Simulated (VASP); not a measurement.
# Zn3PbN: single point with PBE

Crystal: Zn3PbN.

```xyz
5
Lattice="5.2431 0.0000 0.0000 0.0000 5.2431 0.0000 0.0000 0.0000 5.2431" Properties=species:S:1:pos:R:3 pbc="T T T"
Zn    0.0000    2.6215    2.6215
Zn    2.6215    0.0000    2.6215
Zn    2.6215    2.6215    0.0000
Pb    2.6215    2.6215    2.6215
N     0.0000    0.0000    0.0000
```

```yaml
Program: VASP 6.6.1
Task: single point
Functional: PBE
Potentials_or_basis: VASP PAW PBE potentials, release 64 (Zn, Pb_d, N)
Cutoff: 520 eV
k_mesh: 8 × 8 × 8
Occupations: gaussian, width 0.1 eV
Spin: no spin polarisation
```

* Pressure: 0.1 GPa
* Band gap on the k mesh: zero (an odd number of electrons rules out a gap without spin polarisation)

Levels at points of the mesh, in eV from the Fermi level:
```tsv
k point	band 25	band 26	band 27	band 28	band 29	band 30	band 31	band 32
(0.00, 0.00, 0.00)	-2.05	-1.09	-1.09	-0.13	0.13	0.13	0.13	4.88
(0.50, 0.00, 0.00)	-1.57	-1.14	-0.91	-0.13	-0.13	0.98	3.47	3.75
(0.50, 0.50, 0.00)	-1.17	-0.56	0.00	0.03	0.03	0.93	3.41	3.41
(0.50, 0.50, 0.50)	-3.85	-0.80	-0.80	-0.80	2.25	2.25	2.25	6.44
```

Run time: 2.1 min on 1 thread of AMD EPYC 9R45 96-Core Processor (Zen 5), with other jobs on the host, peak memory 0.31 GiB.

Caveat: spin-orbit coupling is left out, which moves the levels of the heavy elements.
